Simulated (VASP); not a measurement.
Input of a VASP 6.6.1 run:

INCAR

```
SYSTEM = Te
  PREC = Accurate
  ENCUT = 520
  EDIFF = 1E-7
  ISMEAR = 0
  SIGMA = 0.1
  LREAL = .False.
  LASPH = .True.
  NELM = 60
  ALGO = Normal
  ISIF = 2
  LWAVE = .False.
  LCHARG = .True.
  GGA = PS
  LELF = .True.
  LVHAR = .True.
  NBANDS = 9
```

The input KPOINTS:

```
regular mesh
0
Gamma
  18 18 18
  0 0 0
```

The input POSCAR:

```
Te
1.0
    2.2001605590      1.2702632910      1.8611515566
   -2.2001605590      1.2702632910      1.8611515566
    0.0000000000     -2.5405265820      1.8611515567
Te
1
Direct
    0.5000000000      0.5000000000      0.5000000000
```

Potentials or basis: VASP PAW PBE potentials, release 64 (Te).

The run is started by

```console
$ cat potpaw_PBE.64/Te/POTCAR > POTCAR
$ mpirun -np 1 vasp_std > vasp.out
```

Question: Estimate the band gap on the k mesh.

Answer: Zero (bands 3 and 4 overlap by 5.67 eV).

Question: Estimate the pressure.

Answer: 0.1 GPa.

Caveat: the PAW data sets were made with another functional, which shifts forces and pressure a little; spin-orbit coupling is left out, which moves the levels of the heavy elements.
